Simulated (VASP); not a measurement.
Wanted: the native input for a VASP 6.6.1 run.

| Quantity | Value |
| --- | --- |
| Task | single point |
| Functional | PBEsol |
| Potentials or basis | VASP PAW PBE potentials, release 64 (Zr_sv) |
| Cutoff | 520 eV |
| k mesh | 6 × 6 × 4 |
| Occupations | gaussian, width 0.1 eV |
| Spin | no spin polarisation |
| Dipole correction | no |
| Further INCAR settings | ALGO = Normal; EDIFF = 1e-06; NBANDS = 19 |

The structure of Zr lies in POSCAR:

```
Zr
1.0
   -1.6159991113     -2.7989925656      0.0000000000
   -1.6159991112      2.7989925656      0.0000000000
    0.0000000000      0.0000000000     -5.1470000000
Zr
2
Direct
    0.3333333333      0.6666666667      0.2500000000
    0.6666666667      0.3333333335      0.7500000000
```

These files were run (other wordings do the same):

INCAR

```
SYSTEM = Zr
ALGO = Normal
EDIFF = 1E-6
ENCUT = 520
GGA = PS
ISIF = 2
ISMEAR = 0
LASPH = .True.
LCHARG = .False.
LREAL = .False.
LWAVE = .False.
NBANDS = 19
NELM = 80
PREC = Accurate
SIGMA = 0.1
```

KPOINTS

```
k-points
0
Gamma
  6 6 4
  0 0 0
```

Potentials or basis: VASP PAW PBE potentials, release 64 (Zr_sv).

Launch:

```console
$ cat potpaw_PBE.64/Zr_sv/POTCAR > POTCAR
$ mpirun -np 1 vasp_std > vasp.out
```

It gave:

```json
{
 "Pressure": "-3.5 GPa",
 "Band gap on the k mesh": "zero (band 12 reaches 9.73 eV, above the bottom of band 13 at 8.84 eV)"
}
```

Caveat: the k points lie up to 0.37 Å⁻¹ apart; the PAW data sets were made with another functional, which shifts forces and pressure a little.

It took 8 s on 1 thread of Intel(R) Xeon(R) Platinum 8488C (Sapphire Rapids) (shared host), peak memory 0.16 GiB.
